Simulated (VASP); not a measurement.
Input of a VASP 6.6.1 run:

INCAR

```
PREC     = Accurate       # precision mode
ENCUT    = 600            # plane-wave cutoff, eV
EDIFF    = 1E-6           # SCF threshold, eV
ISMEAR   = -1             # smearing method
SIGMA    = 0.05           # smearing width, eV
LREAL    = F              # projectors in reciprocal space
LASPH    = T              # aspherical terms in the spheres
NELM     = 120            # most SCF steps
ALGO     = Normal         # electronic algorithm
ISIF     = 2              # what is computed and relaxed
LWAVE    = F              # write WAVECAR
LCHARG   = F              # write CHGCAR
GGA      = PS             # functional
NBANDS   = 10             # bands
GGA_COMPAT= F
```

File KPOINTS:

```
regular mesh
0
Gamma
  22 22 22
```

POSCAR

```
F
1.0
    0.0000000000      1.3189898874      1.3189898874
    1.3189898874      0.0000000000      1.3189898874
    1.3189898874      1.3189898874      0.0000000000
F
1
Direct
    0.0000000000      0.0000000000      0.0000000000
```

Potentials or basis: VASP PAW PBE potentials, release 64 (F).

Command:

```bash
$ cat potpaw_PBE.64/F/POTCAR > POTCAR
$ mpirun -np 1 vasp_std > vasp.out
```

Problem. Predict the band gap on the k mesh.

Solution. Zero (an odd number of electrons rules out a gap without spin polarisation).

Problem. What does it give for the pressure?

Solution. 289.8 GPa.

Caveat: the cell stands under pressure; the PAW data sets were made with another functional, which shifts forces and pressure a little; an odd number of electrons without spin polarisation forces a metal; a magnetic or distorted state may lie lower.
